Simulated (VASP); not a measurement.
Input of a VASP 6.6.1 run:

INCAR

```
SYSTEM = HfO2
PREC = Accurate ; ENCUT = 520
EDIFF = 1E-6 ; ISMEAR = 0
SIGMA = 0.05 ; LREAL = .False.
LASPH = .True. ; NELM = 60
ALGO = Normal ; ISIF = 2
LWAVE = .False. ; LCHARG = .False.
GGA = PS ; NBANDS = 31
```

File KPOINTS:

```
regular mesh
0
Gamma
  6 6 8
  0 0 0
```

File POSCAR:

```
HfO2
1.0
    4.8307835077      0.0000000000      0.0000000000
    0.0000000000      4.8307835077      0.0000000000
    0.0000000000      0.0000000000      3.2101828971
Hf O
2 4
Direct
    0.0000000000      0.0000000000     -0.0619902374
    0.5000000000      0.5000000000      0.5619902374
    0.1572912555      0.7673255293      0.4765930888
    0.3427087445      0.2673255293      0.0234069112
    0.6572912555      0.7326744707      0.0234069112
    0.8427087445      0.2326744707      0.4765930888
```

Potentials or basis: VASP PAW PBE potentials, release 64 (Hf_pv, O).

Command:

```bash
$ cat potpaw_PBE.64/Hf_pv/POTCAR potpaw_PBE.64/O/POTCAR > POTCAR
$ mpirun -np 1 vasp_std > vasp.out
```

(1) What does it give for the largest force?

(2) Estimate the band gap on the k mesh.

(3) What does it give for the pressure?

## Answers

(1) 1.166 eV/Å.

(2) 4.12 eV (least direct gap 4.14 eV).

(3) -5.8 GPa.

Caveat: the cell differs from its parent crystal (atoms displaced along a vibrational mode); the cell stands under tension; the PAW data sets were made with another functional, which shifts forces and pressure a little; spin-orbit coupling is left out, which moves the levels of the heavy elements.
